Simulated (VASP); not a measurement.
A run of VASP 6.6.1 is set up as follows.

File INCAR:

```
SYSTEM = AgCl
  PREC = Accurate
  ENCUT = 500
  EDIFF = 1E-6
  ISMEAR = 0
  SIGMA = 0.01
  LREAL = .False.
  LASPH = .True.
  NELM = 120
  ALGO = Normal
  ISIF = 2
  LWAVE = .False.
  LCHARG = .True.
  GGA = PE
  LELF = .True.
  LVHAR = .True.
  NBANDS = 16
  GGA_COMPAT = .False.
```

Contents of KPOINTS:

```
Automatic mesh
0
Gamma
  4 4 4
  0 0 0
```

The input POSCAR:

```
AgCl
1.0
    0.0000000000      2.8294255800      2.8294255800
    2.8294255800      0.0000000000      2.8294255800
    2.8294255800      2.8294255800      0.0000000000
Ag Cl
1 1
Direct
    0.0000000000      0.0000000000      0.0000000000
    0.5000000000      0.5000000000      0.5000000000
```

Potentials or basis: VASP PAW PBE potentials, release 64 (Ag, Cl).

Run with:

```console
$ cat potpaw_PBE.64/Ag/POTCAR potpaw_PBE.64/Cl/POTCAR > POTCAR
$ mpirun -np 1 vasp_std > vasp.out
```

Q: Estimate the pressure.

A: -1.0 GPa.

Q: What does it give for the band gap on the k mesh?

A: 0.93 eV, indirect (least direct gap 3.00 eV).

Caveat: the k points lie up to 0.48 Å⁻¹ apart. A k mesh can miss the band edges.
